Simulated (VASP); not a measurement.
# Ta4H3 (I-43d) in VASP: relaxation of cell and atoms with PBE

Aim: the relaxation of cell and atoms of Ta4H3 with PBE.

Everything below comes from runs of VASP 6.6.1. Logs are shortened: lines on timing, memory, paths and dates and some standing lists are left out, and cuts for length are marked.

**1. The cell of the first run**

The structure is cubic, space group I-43d (No. 220). Conventional cell: a = 6.852 Å, b = 6.852 Å, c = 6.852 Å, α = 90.00°, β = 90.00°, γ = 90.00°. Ta (site symmetry 3) has 3 H at 1.92 Å within 2.5 Å. H (site symmetry -4) has 4 Ta at 1.92 Å within 2.5 Å.

**2. Relaxation of cell and atoms, PBE**

The input, INCAR:

```
SYSTEM = Ta4H3
ALGO = Normal
EDIFF = 1E-6
EDIFFG = -0.01
ENCUT = 600
GGA = PE
IBRION = 2
ISIF = 3
ISMEAR = 0
LASPH = .TRUE.
LCHARG = .FALSE.
LREAL = .FALSE.
LWAVE = .FALSE.
NELM = 100
NSW = 100
PREC = Accurate
SIGMA = 0.1
```

The input, KPOINTS:

```
k-points
0
G
  6 6 6
  0 0 0
```

The input, POSCAR:

```
Ta4H3
1.0
   -3.4261336389      3.4261336389      3.4261336389
    3.4261336389     -3.4261336389      3.4261336389
    3.4261336389      3.4261336389     -3.4261336389
Ta H
8 6
Direct
    0.0033599044      0.0033599044      0.0033599044
    0.5000000000      0.0000000000      0.9966400956
    0.9966400956      0.5000000000      0.0000000000
    0.0000000000      0.9966400956      0.5000000000
    0.0000000000      0.4966400956      0.5000000000
    0.5000000000      0.0000000000      0.4966400956
    0.4966400956      0.5000000000      0.0000000000
    0.5033599044      0.5033599044      0.5033599044
    0.1250000000      0.7500000000      0.8750000000
    0.7500000000      0.8750000000      0.1250000000
    0.8750000000      0.1250000000      0.7500000000
    0.6250000000      0.3750000000      0.2500000000
    0.2500000000      0.6250000000      0.3750000000
    0.3750000000      0.2500000000      0.6250000000
```

Potentials or basis: VASP PAW PBE potentials, release 64 (Ta_pv, H).

Launch:

```
$ cat potpaw_PBE.64/Ta_pv/POTCAR potpaw_PBE.64/H/POTCAR > POTCAR
$ mpirun -np 1 vasp_std > vasp.out
```

OUTCAR:

```text
SYSTEM = Ta4H3
   EDIFF = 1E-6
   EDIFFG = -0.01
   ENCUT = 600
   GGA = PE
   IBRION = 2
   ISIF = 3
   ISMEAR = 0
   LASPH = .TRUE.
   LREAL = .FALSE.
   NELM = 100
   NSW = 100
   PREC = Accurate

 ion  position               nearest neighbor table
   1  0.003  0.003  0.003-   9 1.92  10 1.92  11 1.92   8 2.97   8 2.97   4 2.97   2 2.97   4 2.97
                             3 2.97   2 2.97   3 2.97   7 3.40   5 3.40   6 3.40   6 3.45   7 3.45
   2  0.500  0.000  0.997-   9 1.92  10 1.92  12 1.92   6 2.97   6 2.97   5 2.97   1 2.97   1 2.97
                             7 2.97   7 2.97   5 2.97   3 3.40   4 3.40   8 3.40   4 3.45   3 3.45
   3  0.997  0.500  0.000-   9 1.92  11 1.92  13 1.92   7 2.97   7 2.97   1 2.97   1 2.97   5 2.97
                             5 2.97   6 2.97   6 2.97   2 3.40   4 3.40   8 3.40   4 3.45   8 3.45
   4  0.000  0.997  0.500-  10 1.92  11 1.92  14 1.92   5 2.97   5 2.97   1 2.97   1 2.97   7 2.97
                             6 2.97   6 2.97   7 2.97   8 3.40   2 3.40   3 3.40   8 3.45   2 3.45
   5  0.000  0.497  0.500-  12 1.92  13 1.92   9 1.92   4 2.97   4 2.97   2 2.97   3 2.97   8 2.97
                             3 2.97   8 2.97   2 2.97   7 3.40   6 3.40   1 3.40   1 3.45   6 3.45
   6  0.500  0.000  0.497-  11 1.92  13 1.92  14 1.92   2 2.97   2 2.97   3 2.97   8 2.97   4 2.97
                             8 2.97   4 2.97   3 2.97   7 3.40   5 3.40   1 3.40   1 3.45   7 3.45
   7  0.497  0.500  0.000-  12 1.92  14 1.92  10 1.92   3 2.97   3 2.97   8 2.97   2 2.97   4 2.97
                             2 2.97   4 2.97   8 2.97   1 3.40   6 3.40   5 3.40   5 3.45   6 3.45
   8  0.503  0.503  0.503-  12 1.92  13 1.92  14 1.92   1 2.97   1 2.97   6 2.97   7 2.97   7 2.97
                             6 2.97   5 2.97   5 2.97   3 3.40   4 3.40   2 3.40   3 3.45   4 3.45
   9  0.125  0.750  0.875-   1 1.92   2 1.92   3 1.92   5 1.92
  10  0.750  0.875  0.125-   1 1.92   2 1.92   4 1.92   7 1.92
  11  0.875  0.125  0.750-   1 1.92   3 1.92   4 1.92   6 1.92
  12  0.625  0.375  0.250-   2 1.92   5 1.92   7 1.92   8 1.92
  13  0.250  0.625  0.375-   5 1.92   6 1.92   8 1.92   3 1.92
  14  0.375  0.250  0.625-   6 1.92   7 1.92   8 1.92   4 1.92

  LATTYP: Found a body centered cubic cell.
 ALAT       =     6.8522672778

  Lattice vectors:

 A1 = (  -3.4261336389,   3.4261336389,   3.4261336389)
 A2 = (   3.4261336389,  -3.4261336389,   3.4261336389)
 A3 = (   3.4261336389,   3.4261336389,  -3.4261336389)

Analysis of symmetry for initial positions (statically):
=====================================================================
 Subroutine PRICEL returns:
 Original cell was already a primitive cell.

 Routine SETGRP: Setting up the symmetry group for a
 body centered cubic supercell.

 Subroutine GETGRP returns: Found 24 space group operations
 (whereof  3 operations were pure point group operations)
 out of a pool of 48 trial point group operations.

The static configuration has the point symmetry C_3 .
 The point group associated with its full space group is T_d .

Analysis of symmetry for dynamics (positions and initial velocities):
=====================================================================
 Subroutine PRICEL returns:
 Original cell was already a primitive cell.

 Routine SETGRP: Setting up the symmetry group for a
 body centered cubic supercell.

 Subroutine GETGRP returns: Found 24 space group operations
 (whereof  3 operations were pure point group operations)
 out of a pool of 48 trial point group operations.

The dynamic configuration has the point symmetry C_3 .
 The point group associated with its full space group is T_d .

 Subroutine INISYM returns: Found 24 space group operations
 (whereof  3 operations are pure point group operations),
 and found     1 'primitive' translations

----------------------------------------------------------------------------------------

                                     Primitive cell

  volume of cell :     160.8692

  direct lattice vectors                    reciprocal lattice vectors
    -3.426133639  3.426133639  3.426133639     0.000000000  0.145937098  0.145937098
     3.426133639 -3.426133639  3.426133639     0.145937098  0.000000000  0.145937098
     3.426133639  3.426133639 -3.426133639     0.145937098  0.145937098  0.000000000

  length of vectors
     5.934237536  5.934237536  5.934237536     0.206386223  0.206386223  0.206386223

  position of ions in fractional coordinates (direct lattice)
     0.003359904  0.003359904  0.003359904
     0.500000000  0.000000000  0.996640096
     0.996640096  0.500000000  0.000000000
     0.000000000  0.996640096  0.500000000
     0.000000000  0.496640096  0.500000000
     0.500000000  0.000000000  0.496640096
     0.496640096  0.500000000  0.000000000
     0.503359904  0.503359904  0.503359904
     0.125000000  0.750000000  0.875000000
     0.750000000  0.875000000  0.125000000
     0.875000000  0.125000000  0.750000000
     0.625000000  0.375000000  0.250000000
     0.250000000  0.625000000  0.375000000
     0.375000000  0.250000000  0.625000000

  ion indices of the primitive-cell ions
   primitive index   ion index
                 1           1
                 2           2
                 3           3
                 4           4
                 5           5
                 6           6
                 7           7
                 8           8
                 9           9
                10          10
                11          11
                12          12
                13          13
                14          14

----------------------------------------------------------------------------------------

 KPOINTS: k-points

Automatic generation of k-mesh.
 Grid dimensions read from file:
 generate k-points for:    6    6    6

 Generating k-lattice:

  Cartesian coordinates                     Fractional coordinates (reciprocal lattice)
     0.000000000  0.024322850  0.024322850     0.166666667  0.000000000  0.000000000
     0.024322850  0.000000000  0.024322850     0.000000000  0.166666667  0.000000000
     0.024322850  0.024322850  0.000000000     0.000000000  0.000000000  0.166666667

  Length of vectors
     0.034397704  0.034397704  0.034397704

  Shift w.r.t. Gamma in fractional coordinates (k-lattice)
     0.000000000  0.000000000  0.000000000

 Subroutine IBZKPT returns following result:
 ===========================================

 Found     16 irreducible k-points:

 Following reciprocal coordinates:
            Coordinates               Weight
  0.000000  0.000000  0.000000      1.000000
  0.166667  0.000000  0.000000     12.000000
  0.333333  0.000000  0.000000     12.000000
  0.500000  0.000000  0.000000      6.000000
  0.166667  0.166667  0.000000     24.000000
  0.333333  0.166667  0.000000     48.000000
[... 8 lines left out ...]
  0.500000  0.500000  0.333333     12.000000
  0.500000  0.500000  0.500000      1.000000
   k-points           NKPTS =     16   k-points in BZ     NKDIM =     16   number of bands    NBANDS=     56
   number of dos      NEDOS =    301   number of ions     NIONS =     14
   total plane-waves  NPLWV = 110592
   dimension x,y,z NGX =    48 NGY =   48 NGZ =   48
   dimension x,y,z NGXF=    96 NGYF=   96 NGZF=   96
   ions per type =               8   6
   NGX,Y,Z   is equivalent  to a cutoff of  13.45, 13.45, 13.45 a.u.
   NGXF,Y,Z  is equivalent  to a cutoff of  26.89, 26.89, 26.89 a.u.
 SYSTEM =  Ta4H3
   PREC   = accura    normal or accurate (medium, high low for compatibility)
   ISTART =      0    job   : 0-new  1-cont  2-samecut
   ICHARG =      2    charge: 1-file 2-atom 10-const
   ISPIN  =      1    spin polarized calculation?
   LNONCOLLINEAR =      F non collinear calculations
   LSORBIT =      F    spin-orbit coupling
   LASPH  =      T    aspherical Exc in radial PAW
   ENCUT  =  600.0 eV  44.10 Ry    6.64 a.u.  11.85 11.85 11.85*2*pi/ulx,y,z
   NELM   =    100;   NELMIN=  2; NELMDL= -5     # of ELM steps
   EDIFF  = 0.1E-05   stopping-criterion for ELM
   LREAL  =      F    real-space projection
   EDIFFG = -.1E-01   stopping-criterion for IOM
   NSW    =    100    number of steps for IOM
   IBRION =      2    ionic relax: 0-MD 1-quasi-New 2-CG
   NFREE  =      1    steps in history (QN), initial steepest desc. (CG)
   ISIF   =      3    stress and relaxation
   ISYM   =      2    0-nonsym 1-usesym 2-fastsym
   POTIM  = 0.5000    time-step for ionic-motion
   TEBEG  =    0.0;   TEEND  =   0.0 temperature during run
   PSTRESS=    0.0 pullay stress
   NELECT =      94.0000    total number of electrons
   NUPDOWN=      -1.0000    fix difference up-down
   EMIN   =  10.00;   EMAX   =-10.00  energy-range for DOS
   EFERMI =   0.00;   METHOD = LEGACY
   ISMEAR =     0;   SIGMA  =   0.10  broadening in eV -4-tet -1-fermi 0-gaus
   EFERMI_NEDOS =   21; number of points for ismear=-14 and -15
   IALGO  =     38    algorithm
   IMIX   =      4    mixing-type and parameters
     AMIX     =   0.40;   BMIX     =  1.00
     AMIX_MAG =   1.60;   BMIX_MAG =  1.00
  volume/ion in A,a.u.               =      11.49        77.54
  Fermi-wavevector in a.u.,A,eV,Ry     =   1.368652  2.586378 25.486560  1.873209
  Thomas-Fermi vector in A             =   2.494597
   LORBIT       =      0    0 simple, 1 ext, 2 COOP (PROOUT), +10 PAW based schemes
   GGA     = PE    functional components
   LHFCALC =     F    Hartree Fock is set to
   AEXX    =    0.0000 exact exchange contribution
   IVDW    =     0    specifies the selected vdW correction
   LEPSILON=     F    determine dielectric tensor
   LRPA    =     F    only Hartree local field effects (RPA)
 conjugate gradient relaxation of ions
 non-spin polarized calculation
 Gauss-broadening in eV      SIGMA  =   0.10
  energy-cutoff  :      600.00
  volume of cell :      160.87
 maximum number of plane-waves:      5425
   NGX = 23   NGY = 23   NGZ = 23

--------------------------------------- Ionic step        1  -------------------------------------------

 number of electron      94.0000010 magnetization

 Free energy of the ion-electron system (eV)
  ---------------------------------------------------
  ext. energy  EPLUGINS =         0.00000000
  ---------------------------------------------------
  free energy    TOTEN  =      -117.00752966 eV

  energy without entropy =     -116.98306020  energy(sigma->0) =     -116.99529493

------------------------ aborting loop because EDIFF is reached ----------------------------------------

  FORCE on cell =-STRESS in cart. coord.  units (eV):
  Direction    XX          YY          ZZ          XY          YZ          ZX
  --------------------------------------------------------------------------------------
  -------------------------------------------------------------------------------------
  Total        0.4547681      0.4547681      0.4547681     -0.0000000     -0.0000000      0.0000000
  in kB        4.5292650      4.5292650      4.5292650     -0.0000000     -0.0000000      0.0000000
  external PRESSURE =       4.5292650 kB  Pullay stress =       0.0000000 kB
[... 177 lines left out ...]
  energy  without entropy=     -116.9844839107  energy(sigma->0) =     -116.99668846

--------------------------------------- Ionic step        5  -------------------------------------------

 number of electron      94.0000015 magnetization

 Free energy of the ion-electron system (eV)
  ---------------------------------------------------
  ext. energy  EPLUGINS =         0.00000000
  ---------------------------------------------------
  free energy    TOTEN  =      -117.00896697 eV

  energy without entropy =     -116.98456510  energy(sigma->0) =     -116.99676604

 E-fermi :   5.5631     XC(G=0): -12.4141

 val. band max:        5.5630653309   @ k =   0.1667   0.0000   0.0000
 cond. band min:       5.6027780718   @ k =   0.0000   0.0000   0.0000
 fundamental gap:      0.0397127409
 Fermi energy:         5.5631206809

 k-point     1 :       0.0000    0.0000    0.0000
  band No.  band energies     occupation
      1     -29.1859      2.00000
      2     -29.1859      2.00000
      3     -29.1431      2.00000
      4     -29.1431      2.00000
      5     -29.1431      2.00000
      6     -29.0336      2.00000
[... 974 lines left out ...]
  FREE ENERGIE OF THE ION-ELECTRON SYSTEM (eV)
  ---------------------------------------------------
  free  energy   TOTEN  =      -117.0089669708 eV

  energy  without entropy=     -116.9845651031  energy(sigma->0) =     -116.99676604

 reached required accuracy - stopping structural energy minimisation
```

Wall time 14 min (1 thread of Intel Xeon 8259CL, shared host); peak memory 0.41 GiB.

Results:

```
Free energy                           : -117.0090 eV
Relaxed volume                        : 11.52 Å³/atom
Relaxed cell                          : a = 5.939 Å, b = 5.939 Å, c = 5.939 Å, α = 109.47°, β = 109.47°, γ = 109.47°
Space group after relaxing (to 0.1 Å) : I-43d (No. 220)
Energy gained by relaxing             : 0.1 meV/atom
Ionic steps                           : 5
Pressure after relaxing               : 0.0 GPa
Band gap on the k mesh                : zero (bands 47 and 48 overlap by 1.53 eV)
```

Step by step:
| step | energy change (eV) | largest force (eV/Å) | pressure (GPa) | volume (Å³) |
| --- | --- | --- | --- | --- |
| 1 | 0.0000 | 0.0461 | 0.45 | 160.87 |
| 2 | -0.0006 | 0.0307 | -0.48 | 161.63 |
| 3 | -0.0009 | 0.0367 | -0.13 | 161.34 |
| 4 | -0.0014 | 0.0137 | -0.04 | 161.29 |
| 5 | -0.0014 | 0.0003 | 0.01 | 161.27 |

Final structure:
```cif
data_structure
_symmetry_space_group_name_H-M 'P 1'
_symmetry_Int_Tables_number 1
_cell_length_a 5.9391
_cell_length_b 5.9391
_cell_length_c 5.9391
_cell_angle_alpha 109.471
_cell_angle_beta 109.471
_cell_angle_gamma 109.471
_cell_volume 161.27
loop_
_atom_site_label
_atom_site_type_symbol
_atom_site_fract_x
_atom_site_fract_y
_atom_site_fract_z
_atom_site_occupancy
Ta1 Ta 0.00256 0.00256 0.00256 1
Ta2 Ta 0.50000 0.00000 0.99744 1
Ta3 Ta 0.99744 0.50000 0.00000 1
Ta4 Ta 0.00000 0.99744 0.50000 1
Ta5 Ta 0.00000 0.49744 0.50000 1
Ta6 Ta 0.50000 0.00000 0.49744 1
Ta7 Ta 0.49744 0.50000 0.00000 1
Ta8 Ta 0.50256 0.50256 0.50256 1
H1 H 0.12500 0.75000 0.87500 1
H2 H 0.75000 0.87500 0.12500 1
H3 H 0.87500 0.12500 0.75000 1
H4 H 0.62500 0.37500 0.25000 1
H5 H 0.25000 0.62500 0.37500 1
H6 H 0.37500 0.25000 0.62500 1
```

Levels at points of the mesh, in eV from the Fermi level:
| k point | band 43 | band 44 | band 45 | band 46 | band 47 | band 48 | band 49 | band 50 | band 51 | band 52 |
| --- | --- | --- | --- | --- | --- | --- | --- | --- | --- | --- |
| (0.00, 0.00, 0.00) | -0.94 | -0.94 | 0.04 | 0.04 | 0.04 | 0.43 | 2.69 | 2.69 | 2.69 | 2.75 |
| (0.50, 0.00, 0.00) | -1.12 | -1.12 | -0.88 | -0.88 | 0.18 | 0.18 | 0.55 | 0.55 | 2.18 | 2.18 |
| (0.50, 0.50, 0.50) | 0.27 | 0.27 | 0.27 | 0.27 | 0.27 | 0.27 | 0.31 | 0.31 | 0.31 | 0.31 |

Caveat: spin-orbit coupling is left out, which moves the levels of the heavy elements.

The gap in the log of VASP goes by the Fermi energy; the results here count the filled bands.